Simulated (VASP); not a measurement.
Write the native input for VASP 6.6.1 that does the following.

```yaml
Task: single point
Functional: PBEsol
Potentials_or_basis: VASP PAW PBE potentials, release 64 (Mg, S)
Cutoff: 600 eV
k_mesh: 8 × 8 × 8
Occupations: gaussian, width 0.05 eV
Spin: no spin polarisation
Dipole_correction: no
Further_INCAR_settings: ALGO = Normal; EDIFF = 1e-06; NBANDS = 11
```

The structure of MgS lies in POSCAR:

```
MgS
1.0
    0.0000000000      2.7317325000      2.6016500000
    2.7317325000      0.0000000000      2.6016500000
    2.7317325000      2.7317325000      0.0000000000
Mg S
1 1
Direct
    0.0000000000      0.0000000000      0.0000000000
    0.5000000000      0.5000000000      0.5000000000
```

This cell differs from its parent crystal: strain +0.050 along x and y, +0.000 along z.

One way to write it, as run:

INCAR

```
PREC = Accurate
ENCUT = 600
EDIFF = 1E-6
ISMEAR = 0
SIGMA = 0.05
LREAL = F
LASPH = T
NELM = 120
ALGO = Normal
ISIF = 2
LWAVE = F
LCHARG = T
GGA = PS
LELF = T
LVHAR = T
NBANDS = 11
GGA_COMPAT = F
```

KPOINTS

```
Automatic mesh
0
Gamma
  8 8 8
```

Potentials or basis: VASP PAW PBE potentials, release 64 (Mg, S).

Run with:

```sh
$ cat potpaw_PBE.64/Mg/POTCAR potpaw_PBE.64/S/POTCAR > POTCAR
$ mpirun -np 1 vasp_std > vasp.out
```

Results of the run:

```
Pressure               : -6.7 GPa
Band gap on the k mesh : 2.32 eV, indirect (least direct gap 2.81 eV)
```

Caveat: the cell differs from its parent crystal (strain +0.050 along x and y, +0.000 along z); the PAW data sets were made with another functional, which shifts forces and pressure a little.

Wall time 49 s on 1 thread of Intel Xeon 8259CL, on a shared host, peak memory 0.19 GiB.
